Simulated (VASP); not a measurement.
Here is a VASP 6.6.1 calculation.

The input INCAR:

```
ALGO     = Normal         # electronic algorithm
EDIFF    = 1E-6           # SCF threshold, eV
ENCUT    = 520            # plane-wave cutoff, eV
GGA      = PE             # functional
ISIF     = 2              # what is computed and relaxed
ISMEAR   = 0              # smearing method
LASPH    = T              # aspherical terms in the spheres
LCHARG   = F              # write CHGCAR
LREAL    = F              # projectors in reciprocal space
LWAVE    = F              # write WAVECAR
NBANDS   = 11             # bands
NELM     = 100            # most SCF steps
PREC     = Accurate       # precision mode
SIGMA    = 0.01           # smearing width, eV
```

KPOINTS

```
k-points
0
Gamma
  14 14 14
```

POSCAR

```
C
1.0
    0.0000000000      2.1270000000      3.3480000000
    1.2280000000      0.0000000000      3.3480000000
    1.2280000000      2.1270000000      0.0000000000
C
2
Direct
    0.1666700000      0.8333300000      0.1666700000
    0.8333300000      0.1666700000      0.8333300000
```

Potentials or basis: VASP PAW PBE potentials, release 64 (C).

Launch:

```console
$ cat potpaw_PBE.64/C/POTCAR > POTCAR
$ mpirun -np 1 vasp_std > vasp.out
```

Q: Predict the largest force.

A: 0.031 eV/Å.

Q: Predict the pressure.

A: 5.0 GPa.

Forces on the atoms (eV/Å):
```
C    0.000  0.031  0.000
C    0.000 -0.031  0.000
```

Caveat: the cell stands under pressure; this functional lacks dispersion, which binds the layers, so the pressure and a relaxed spacing across them are unreliable.
